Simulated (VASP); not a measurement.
MoSe:

```xyz
2
Lattice="0.0000 2.5749 2.5749 2.5749 0.0000 2.5749 2.5749 2.5749 0.0000" Properties=species:S:1:pos:R:3 pbc="T T T"
Mo    0.0000    0.0000    0.0000
Se    2.5749    2.5749    2.5749
```

Base run:

| Item | Value |
| --- | --- |
| Program | VASP 6.6.1 |
| Functional | PBEsol |
| Potentials or basis | VASP PAW PBE potentials, release 64 (Mo_sv, Se) |
| Cutoff | 520 eV |
| k mesh | 14 × 14 × 14 |
| Occupations | gaussian, width 0.05 eV |
| Spin | collinear spin |
| Starting moments | [3.5, 0.0] μB |
| Hubbard terms | Mo d U = 6.0 eV |

Its results: pressure 29.6 GPa; net moment 3.37 μB per cell; site moments Mo +3.19; Se -0.02 μB.

Task: The run is repeated on the same cell with these changes: hubbard terms from Mo d U = 6.0 eV to Mo d U = 2.0 eV; further incar settings from ALGO = Normal; EDIFF = 1e-07; NBANDS = 21 to ALGO = Normal; EDIFF = 1e-06; NBANDS = 21. What comes out?

Result: Pressure 14.8 GPa; net moment 2.59 μB per cell; site moments Mo +2.35; Se +0.03 μB.

Caveats: the cell stands under pressure; the PAW data sets were made with another functional, which shifts forces and pressure a little.
